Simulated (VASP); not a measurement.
TiB2: single point with PBE

Crystal: TiB2.

```
CELL_PARAMETERS angstrom
3.02920 0.00000 0.00000
-1.51460 2.62336 0.00000
0.00000 0.00000 3.22840
ATOMIC_POSITIONS crystal
Ti 0.00000 0.00000 0.00000
B 0.66667 0.33333 0.50000
B 0.33333 0.66667 0.50000
```

| Item | Value |
| --- | --- |
| Program | VASP 6.6.1 |
| Task | single point |
| Functional | PBE |
| Potentials or basis | VASP PAW PBE potentials, release 64 (Ti_sv, B) |
| Cutoff | 520 eV |
| k mesh | 10 × 10 × 8 |
| Occupations | gaussian, width 0.022 eV |
| Spin | no spin polarisation |
| Dipole correction | no |
| Further INCAR settings | ALGO = Normal; EDIFF = 1e-06; NBANDS = 16 |

```yaml
Pressure: 0.6 GPa
Band_gap_on_the_k_mesh: zero (band 9 reaches 10.38 eV, above the bottom of band 10 at 9.82 eV)
```

Levels at points of the mesh, in eV from the Fermi level:
```
           k point  band 7  band 8  band 9  band 10  band 11  band 12
(0.00, 0.00, 0.00)   -2.54   -2.27   -2.05     1.95     1.95     3.71
(0.50, 0.00, 0.00)   -3.20   -3.16   -2.20     1.40     2.79     3.27
(0.00, 0.00, 0.50)   -0.49   -0.49   -0.11    -0.11     0.49     0.49
(0.50, 0.00, 0.50)   -4.57   -3.76   -3.08     2.54     2.97     4.52
```

Run time: 8.9 s on 1 thread of Intel(R) Xeon(R) 6975P-C (Granite Rapids) (shared host), peak memory 0.15 GiB.
